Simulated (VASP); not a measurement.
Ta2MnSe6, 9 atoms in the cell. It takes space group Fm-3m (No. 225, cubic). The conventional cell has a = 9.964 Å, b = 9.964 Å, c = 9.964 Å, α = 90.00°, β = 90.00°, γ = 90.00°. Ta (site symmetry -43m) has 12 Se at 3.52 Å and 4 Mn at 4.31 Å within 4.6 Å. Within 3.3 Å of Mn (site symmetry m-3m) lie 6 Se at 2.49 Å. Se (site symmetry 4mm) has 1 Mn at 2.49 Å within 3.3 Å.  This cell differs from its parent crystal: atoms taken out.

```yaml
Program: VASP 6.6.1
Task: single point
Functional: PBE
Potentials_or_basis: VASP PAW PBE potentials, release 64 (Ta_pv, Mn_pv, Se)
Cutoff: 520 eV
k_mesh: 4 × 4 × 4
Occupations: gaussian, width 0.1 eV
Spin: collinear spin, ferromagnetic start
Starting_moments: "[0.0, 0.0, 4.0, 0.0, 0.0, 0.0, 0.0, 0.0, 0.0] μB"
Dipole_correction: no
Further_INCAR_settings: ALGO = Normal; EDIFF = 1e-07; NBANDS = 50
```

Potentials or basis: VASP PAW PBE potentials, release 64 (Ta_pv, Mn_pv, Se).

Run with:

```console
$ cat potpaw_PBE.64/Ta_pv/POTCAR potpaw_PBE.64/Mn_pv/POTCAR potpaw_PBE.64/Se/POTCAR > POTCAR
$ mpirun -np 1 vasp_std > vasp.out
```

Hardware: 1 thread of Intel Xeon 8259CL, with other jobs on the host.

Problem. How long does it take, and how much memory?

Solution. Wall time 13 min on 1 thread of Intel Xeon 8259CL, on a shared host, peak memory 0.6 GiB. Counts: scf iterations 21, k points 8.
